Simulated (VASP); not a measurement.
# Si (Fddd) in VASP: notebook

Runs on Si. Level: LDA. Tasks: single point.

Program: VASP 6.6.1. These are calculated values, not measurements. Logs are shortened: lines on timing, memory, paths and dates and some standing lists are left out, and cuts for length are marked.

**1. The cell of the first run**

It takes space group Fddd (No. 70, orthorhombic). Conventional cell: a = 4.902 Å, b = 5.213 Å, c = 6.090 Å, α = 90.00°, β = 90.00°, γ = 90.00°. Within 3.1 Å of Si (site symmetry 222) lie 4 Si at 2.35 Å.

**2. Single point, LDA**

INCAR reads:

```
SYSTEM = Si
PREC = Accurate ; ENCUT = 520
EDIFF = 1E-6 ; ISMEAR = 0
SIGMA = 0.05 ; LREAL = .False.
LASPH = .True. ; NELM = 60
ALGO = Normal ; ISIF = 2
LWAVE = .False. ; LCHARG = .False.
NBANDS = 11
```

KPOINTS reads:

```
Automatic mesh
0
Gamma
  12 12 12
  0 0 0
```

POSCAR reads:

```
Si
1.0
    0.0000000000      3.0451508059      2.6062709780
    2.4509750389      0.0000000000      2.6062709780
    2.4509750389      3.0451508059      0.0000000000
Si
2
Direct
    0.5000000000      0.5000000000      0.5000000000
    0.7500000000      0.7500000000      0.7500000000
```

Potentials or basis: VASP PAW LDA potentials, release 64 (Si).

Launch:

```sh
cat potpaw_LDA.64/Si/POTCAR > POTCAR
mpirun -np 1 vasp_std > vasp.out
```

OUTCAR:

```text
SYSTEM = Si
   PREC = Accurate
   ENCUT = 520
   EDIFF = 1E-6
   ISMEAR = 0
   LREAL = .False.
   LASPH = .True.
   NELM = 60
   ISIF = 2

 ion  position               nearest neighbor table
   1  0.500  0.500  0.500-   2 2.35   2 2.35   2 2.35   2 2.35
   2  0.750  0.750  0.750-   1 2.35   1 2.35   1 2.35   1 2.35

  LATTYP: Found a face centered orthorhombic cell.
 ALAT       =     4.9019500778
 B/A-ratio  =     1.0633608815
 C/A-ratio  =     1.2424242424

  Lattice vectors:

 A1 = (   0.0000000000,   3.0451508059,  -2.6062709780)
 A2 = (   2.4509750389,   3.0451508059,   0.0000000000)
 A3 = (   2.4509750389,   0.0000000000,  -2.6062709780)

Analysis of symmetry for initial positions (statically):
=====================================================================
 Subroutine PRICEL returns:
 Original cell was already a primitive cell.

 Routine SETGRP: Setting up the symmetry group for a
 face centered orthorhombic supercell.

 Subroutine GETGRP returns: Found  8 space group operations
 (whereof  4 operations were pure point group operations)
 out of a pool of  8 trial point group operations.

The static configuration has the point symmetry D_2 .
 The point group associated with its full space group is D_2h.

Analysis of symmetry for dynamics (positions and initial velocities):
=====================================================================
 Subroutine PRICEL returns:
 Original cell was already a primitive cell.

 Routine SETGRP: Setting up the symmetry group for a
 face centered orthorhombic supercell.

 Subroutine GETGRP returns: Found  8 space group operations
 (whereof  4 operations were pure point group operations)
 out of a pool of  8 trial point group operations.

The dynamic configuration has the point symmetry D_2 .
 The point group associated with its full space group is D_2h.

 Subroutine INISYM returns: Found  8 space group operations
 (whereof  4 operations are pure point group operations),
 and found     1 'primitive' translations

----------------------------------------------------------------------------------------

                                     Primitive cell

  volume of cell :      38.9043

  direct lattice vectors                    reciprocal lattice vectors
     0.000000000  3.045150806  2.606270978    -0.204000446  0.164195481  0.191844979
     2.450975039  0.000000000  2.606270978     0.204000446 -0.164195481  0.191844979
     2.450975039  3.045150806  0.000000000     0.204000446  0.164195481 -0.191844979

  length of vectors
     4.008190594  3.577698569  3.908992463     0.324624142  0.324624142  0.324624142

  position of ions in fractional coordinates (direct lattice)
     0.500000000  0.500000000  0.500000000
     0.750000000  0.750000000  0.750000000

  ion indices of the primitive-cell ions
   primitive index   ion index
                 1           1
                 2           2

----------------------------------------------------------------------------------------

 KPOINTS: Automatic mesh

Automatic generation of k-mesh.
 Grid dimensions read from file:
 generate k-points for:   12   12   12

 Generating k-lattice:

  Cartesian coordinates                     Fractional coordinates (reciprocal lattice)
    -0.017000037  0.013682957  0.015987082     0.083333333  0.000000000 -0.000000000
     0.017000037 -0.013682957  0.015987082     0.000000000  0.083333333  0.000000000
     0.017000037  0.013682957 -0.015987082    -0.000000000  0.000000000  0.083333333

  Length of vectors
     0.027052012  0.027052012  0.027052012

  Shift w.r.t. Gamma in fractional coordinates (k-lattice)
     0.000000000  0.000000000  0.000000000

 Subroutine IBZKPT returns following result:
 ===========================================

 Found    280 irreducible k-points:

 Following reciprocal coordinates:
            Coordinates               Weight
  0.000000  0.000000  0.000000      1.000000
  0.083333  0.000000  0.000000      8.000000
  0.166667  0.000000  0.000000      8.000000
  0.250000  0.000000  0.000000      8.000000
  0.333333  0.000000 -0.000000      8.000000
  0.416667  0.000000 -0.000000      8.000000
[... 16 lines left out ...]
  0.500000  0.166667 -0.000000      8.000000
 -0.416667  0.166667  0.000000      8.000000
 [... further k-points ...]
   k-points           NKPTS =    280   k-points in BZ     NKDIM =    280   number of bands    NBANDS=     11
   number of dos      NEDOS =    301   number of ions     NIONS =      2
   total plane-waves  NPLWV =  25200
   dimension x,y,z NGX =    30 NGY =   28 NGZ =   30
   dimension x,y,z NGXF=    60 NGYF=   56 NGZF=   60
   ions per type =               2
   NGX,Y,Z   is equivalent  to a cutoff of  12.44, 13.01, 12.76 a.u.
   NGXF,Y,Z  is equivalent  to a cutoff of  24.89, 26.02, 25.52 a.u.
 SYSTEM =  Si
   PREC   = accura    normal or accurate (medium, high low for compatibility)
   ISTART =      0    job   : 0-new  1-cont  2-samecut
   ICHARG =      2    charge: 1-file 2-atom 10-const
   ISPIN  =      1    spin polarized calculation?
   LNONCOLLINEAR =      F non collinear calculations
   LSORBIT =      F    spin-orbit coupling
   LASPH  =      T    aspherical Exc in radial PAW
   ENCUT  =  520.0 eV  38.22 Ry    6.18 a.u.   7.45  6.65  7.27*2*pi/ulx,y,z
   NELM   =     60;   NELMIN=  2; NELMDL= -5     # of ELM steps
   EDIFF  = 0.1E-05   stopping-criterion for ELM
   LREAL  =      F    real-space projection
   EDIFFG = 0.1E-04   stopping-criterion for IOM
   NSW    =      0    number of steps for IOM
   IBRION =     -1    ionic relax: 0-MD 1-quasi-New 2-CG
   NFREE  =      0    steps in history (QN), initial steepest desc. (CG)
   ISIF   =      2    stress and relaxation
   ISYM   =      2    0-nonsym 1-usesym 2-fastsym
   POTIM  = 0.5000    time-step for ionic-motion
   TEBEG  =    0.0;   TEEND  =   0.0 temperature during run
   PSTRESS=    0.0 pullay stress
   NELECT =       8.0000    total number of electrons
   NUPDOWN=      -1.0000    fix difference up-down
   EMIN   =  10.00;   EMAX   =-10.00  energy-range for DOS
   EFERMI =   0.00;   METHOD = LEGACY
   ISMEAR =     0;   SIGMA  =   0.05  broadening in eV -4-tet -1-fermi 0-gaus
   EFERMI_NEDOS =   21; number of points for ismear=-14 and -15
   IALGO  =     38    algorithm
   IMIX   =      4    mixing-type and parameters
     AMIX     =   0.40;   BMIX     =  1.00
     AMIX_MAG =   1.60;   BMIX_MAG =  1.00
  volume/ion in A,a.u.               =      19.45       131.27
  Fermi-wavevector in a.u.,A,eV,Ry     =   0.966286  1.826016 12.703880  0.933709
  Thomas-Fermi vector in A             =   2.096075
   LORBIT       =      0    0 simple, 1 ext, 2 COOP (PROOUT), +10 PAW based schemes
   GGA     = CA    functional components
   LHFCALC =     F    Hartree Fock is set to
   AEXX    =    0.0000 exact exchange contribution
   IVDW    =     0    specifies the selected vdW correction
   LEPSILON=     F    determine dielectric tensor
   LRPA    =     F    only Hartree local field effects (RPA)
 non-spin polarized calculation
 Gauss-broadening in eV      SIGMA  =   0.05
  energy-cutoff  :      520.00
  volume of cell :       38.90
 maximum number of plane-waves:      1063
 NGX is ok and might be reduce to    30

 number of electron       8.0000000 magnetization

 Free energy of the ion-electron system (eV)
  ---------------------------------------------------
  ext. energy  EPLUGINS =         0.00000000
  ---------------------------------------------------
  free energy    TOTEN  =       -11.59601612 eV

  energy without entropy =      -11.59561555  energy(sigma->0) =      -11.59581584

 E-fermi :   6.3655     XC(G=0):  -9.7500

 val. band max:        6.3645956993   @ k =   0.4167   0.4167   0.0000
 cond. band min:       6.3908743269   @ k =  -0.1667   0.3333   0.3333
 fundamental gap:      0.0262786276
 Fermi energy:         6.3655170378

 k-point     1 :       0.0000    0.0000    0.0000
  band No.  band energies     occupation
      1      -6.0474      2.00000
      2       5.0455      2.00000
      3       6.5521      0.00000
      4       6.8084      0.00000
      5       8.5010      0.00000
      6       8.7452      0.00000
      7       8.8600      0.00000
      8       9.2229      0.00000
      9      12.3472      0.00000
     10      13.9762      0.00000
     11      14.4866      0.00000

 k-point     2 :       0.0833    0.0000    0.0000
  band No.  band energies     occupation
      1      -5.9524      2.00000
      2       4.6889      2.00000
      3       5.9391      2.00000
      4       6.5915      0.00000
      5       8.3995      0.00000
      6       8.8620      0.00000
      7       9.2761      0.00000
      8       9.7601      0.00000
      9      12.3324      0.00000
     10      14.3449      0.00000
     11      14.9489      0.00000

 k-point     3 :       0.1667    0.0000    0.0000
  band No.  band energies     occupation
      1      -5.6699      2.00000
      2       3.5762      2.00000
      3       5.1223      2.00000
      4       6.3639      1.03691
      5       7.8995      0.00000
      6       9.3360      0.00000
      7       9.7587      0.00000
      8      10.7861      0.00000
      9      12.7886      0.00000
     10      14.2973      0.00000
     11      15.1674      0.00000

 k-point     4 :       0.2500    0.0000    0.0000
  band No.  band energies     occupation
      1      -5.2106      2.00000
      2       2.1158      2.00000
      3       4.5918      2.00000
      4       6.1665      2.00000
      5       7.3572      0.00000
      6       9.7463      0.00000
      7      10.0508      0.00000
      8      11.8826      0.00000
      9      13.7647      0.00000
     10      13.9737      0.00000
     11      15.6852      0.00000

 k-point     5 :       0.3333    0.0000   -0.0000
  band No.  band energies     occupation
      1      -4.6034      2.00000
      2       0.7024      2.00000
      3       4.2206      2.00000
      4       6.0328      2.00000
      5       6.9233      0.00000
      6       9.7234      0.00000
      7      10.3825      0.00000
      8      13.1613      0.00000
      9      13.9909      0.00000
     10      14.5901      0.00000
     11      16.3719      0.00000
[... 211 lines left out ...]
 k-point    21 :       0.3333    0.1667   -0.0000
  band No.  band energies     occupation
      1      -4.6452      2.00000
      2       1.7043      2.00000
      3       3.7566      2.00000
      4       4.7133      2.00000
      5       7.6272      0.00000
      6       9.3416      0.00000
      7      10.1646      0.00000
      8      12.3534      0.00000
      9      13.5594      0.00000
     10      16.1801      0.00000
     11      17.0466      0.00000

 k-point    22 :       0.4167    0.1667   -0.0000
  band No.  band energies     occupation
      1      -4.0002      2.00000
      2       0.3907      2.00000
      3       3.4083      2.00000
      4       4.5244      2.00000
      5       7.4804      0.00000
      6       9.5130      0.00000
      7      10.8941      0.00000
      8      12.2885      0.00000
      9      14.8985      0.00000
     10      15.9461      0.00000
     11      17.3220      0.00000

 k-point    23 :       0.5000    0.1667   -0.0000
  band No.  band energies     occupation
      1      -3.3867      2.00000
      2      -0.5928      2.00000
      3       3.1466      2.00000
      4       4.4231      2.00000
      5       7.3950      0.00000
      6       9.5492      0.00000
      7      12.0721      0.00000
      8      12.3290      0.00000
      9      14.6690      0.00000
     10      16.4558      0.00000
     11      16.9499      0.00000

 k-point    24 :      -0.4167    0.1667    0.0000
  band No.  band energies     occupation
      1      -3.3032      2.00000
      2      -0.7317      2.00000
      3       3.0097      2.00000
      4       4.4311      2.00000
      5       7.4615      0.00000
      6       9.6774      0.00000
      7      11.9740      0.00000
      8      13.2863      0.00000
      9      13.9166      0.00000
     10      16.4000      0.00000
     11      18.2508      0.00000

 [... further k-points ...]

------------------------ aborting loop because EDIFF is reached ----------------------------------------

  FORCE on cell =-STRESS in cart. coord.  units (eV):
  Direction    XX          YY          ZZ          XY          YZ          ZX
  --------------------------------------------------------------------------------------
  -------------------------------------------------------------------------------------
  Total        1.8331268     -3.5334683      1.6369810      0.0000000      0.0000000      0.0000000
  in kB       75.4928511   -145.5172672     67.4150644      0.0000000      0.0000000      0.0000000
  external PRESSURE =      -0.8697839 kB  Pullay stress =       0.0000000 kB

 VOLUME and BASIS-vectors are now :
 -----------------------------------------------------------------------------
  energy-cutoff  :      520.00
  volume of cell :       38.90
      direct lattice vectors                 reciprocal lattice vectors
     0.000000000  3.045150806  2.606270978    -0.204000446  0.164195481  0.191844979
     2.450975039  0.000000000  2.606270978     0.204000446 -0.164195481  0.191844979
     2.450975039  3.045150806  0.000000000     0.204000446  0.164195481 -0.191844979

 POSITION                                       TOTAL-FORCE (eV/Angst)
 -----------------------------------------------------------------------------------
      2.45098      3.04515      2.60627        -0.000000      0.000000      0.000000
      3.67646      4.56773      3.90941         0.000000      0.000000      0.000000
 -----------------------------------------------------------------------------------
    total drift:                               -0.000000     -0.000000     -0.000000

  FREE ENERGIE OF THE ION-ELECTRON SYSTEM (eV)
  ---------------------------------------------------
  free  energy   TOTEN  =       -11.5960161235 eV

  energy  without entropy=      -11.5956155538  energy(sigma->0) =      -11.59581584
```

It took 50 s on 1 thread of Intel Xeon 6975P-C (Granite Rapids), shared host; peak memory 0.2 GiB.

Results:

```yaml
Free_energy: -11.5960 eV
Pressure: -0.1 GPa
Band_gap_on_the_k_mesh: zero (bands 4 and 5 overlap by 1.05 eV)
```

Stress tensor (GPa, compression positive):
```
  7.55   0.00   0.00
  0.00 -14.55   0.00
  0.00   0.00   6.74
```

Levels at points of the mesh, in eV from the Fermi level:
| k point | band 2 | band 3 | band 4 | band 5 | band 6 | band 7 |
| --- | --- | --- | --- | --- | --- | --- |
| (0.00, 0.00, 0.00) | -1.32 | 0.19 | 0.44 | 2.14 | 2.38 | 2.49 |
| (0.50, 0.00, 0.00) | -7.37 | -2.45 | -0.42 | 0.19 | 3.21 | 4.19 |
| (0.50, 0.50, 0.00) | -7.92 | -3.29 | -3.29 | 0.13 | 0.13 | 7.51 |
| (0.50, 0.00, 0.50) | -8.90 | -2.10 | -2.10 | 1.38 | 1.38 | 9.43 |
| (0.00, 0.50, 0.50) | -7.56 | -3.79 | -3.79 | -0.36 | -0.36 | 8.16 |

Caveat: the cell differs from its parent crystal (strain +e along x and -e along y -0.1100, strain +e along z and -e/2 along x and y -0.0350).

**3. Single point, LDA**

This run uses another cell than the first one, of the same volume but with other edges.

INCAR reads:

```
  ALGO = Normal
  EDIFF = 1E-6
  ENCUT = 520
  GGA = CA
  ISIF = 2
  ISMEAR = 0
  LASPH = True
  LCHARG = False
  LREAL = False
  LWAVE = False
  NBANDS = 11
  NELM = 80
  PREC = Accurate
  SIGMA = 0.05
```

KPOINTS reads:

```
k-points
0
Gamma
  12 12 12
```

POSCAR reads:

```
Si
1.0
    0.0000000000      2.9742548337      2.7480629224
    2.3800790667      0.0000000000      2.7480629224
    2.3800790667      2.9742548337      0.0000000000
Si
2
Direct
    0.5000000000      0.5000000000      0.5000000000
    0.7500000000      0.7500000000      0.7500000000
```

Potentials or basis: VASP PAW LDA potentials, release 64 (Si).

Launch:

```sh
cat potpaw_LDA.64/Si/POTCAR > POTCAR
mpirun -np 1 vasp_std > vasp.out
```

Run time: 44 s. Hardware: 1 thread of Intel Xeon 6975P-C (Granite Rapids), shared host; peak memory 0.2 GiB.

It converged, with:

```yaml
Free_energy: -11.6716 eV
Pressure: -0.4 GPa
Band_gap_on_the_k_mesh: zero (bands 4 and 5 overlap by 1.40 eV)
```

Stress tensor (GPa, compression positive):
```
 6.96  0.00  0.00
 0.00 -9.94  0.00
 0.00  0.00  1.82
```

Levels at points of the mesh, in eV from the Fermi level:
```csv
k point,band 1,band 2,band 3,band 4,band 5,band 6,band 7,band 8,band 9
"(0.00, 0.00, 0.00)",-12.19,-0.80,0.03,0.73,2.24,2.80,2.99,3.03,6.10
"(0.50, 0.00, 0.00)",-9.72,-7.14,-2.11,-0.42,0.59,2.77,4.83,8.03,9.16
"(0.50, 0.50, 0.00)",-8.03,-8.03,-2.66,-2.66,0.80,0.80,7.76,7.76,9.79
"(0.50, 0.00, 0.50)",-8.54,-8.54,-2.05,-2.05,1.44,1.44,8.81,8.81,10.99
"(0.00, 0.50, 0.50)",-7.19,-7.19,-3.81,-3.81,-0.35,-0.35,9.26,9.26,11.51
```

Caveat: the cell differs from its parent crystal (strain +e along x and -e along y -0.1100, strain +e along z and -e/2 along x and y +0.0175).
